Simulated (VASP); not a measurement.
# CdTe: vibrations by perturbation theory with PBE

The system is CdTe.

```
Cd Te
1.0
     4.70336    0.00000    0.00000
     0.00000    4.70336    0.00000
     0.00000    0.00000    6.48249
Cd Te
2 2
Direct
  0.00000 0.00000 0.00000
  0.50000 0.50000 0.00000
  0.50000 0.00000 0.73014
  0.00000 0.50000 0.26986
```

| Quantity | Value |
| --- | --- |
| Program | VASP 6.6.1 |
| Task | vibrations by perturbation theory |
| Functional | PBE |
| Potentials or basis | VASP PAW PBE potentials, release 64 (Cd, Te) |
| Cutoff | 520 eV |
| k mesh | 6 × 6 × 4 |
| Occupations | gaussian, width 0.01 eV |
| Spin | no spin polarisation |
| Dipole correction | no |
| Further INCAR settings | ALGO = Normal; EDIFF = 1e-08; IBRION = 8; NSW = 1 |

- Electronic dielectric tensor (diagonal): 9.44, 9.44, 6.18
- Born charges (mean of the diagonal): Cd +2.07; Te -2.07 e
- Highest phonon frequency at Γ, LO-TO splitting left out: 159 cm⁻¹

Phonon frequencies in cm⁻¹ (negative: imaginary):
```
              q point                           frequencies
(0.000, 0.000, 0.000)  0 0 0 41 41 78 93 93 118 123 123 159
```

Electronic dielectric tensor:
```
9.44 0.00 0.00
0.00 9.44 0.00
0.00 0.00 6.18
```

Born effective charge tensors (e):
atom 1, Cd
```
2.61 0.00 0.00
0.00 2.61 0.00
0.00 0.00 0.99
```
atom 2, Cd
```
2.61 0.00 0.00
0.00 2.61 0.00
0.00 0.00 0.99
```
atom 3, Te
```
-2.61  0.00  0.00
 0.00 -2.61  0.00
 0.00  0.00 -0.99
```
atom 4, Te
```
-2.61  0.00  0.00
 0.00 -2.61  0.00
 0.00  0.00 -0.99
```

It took 29 min on 1 thread of AMD EPYC 9R14 (Zen 4), with other jobs on the host, peak memory 0.61 GiB.
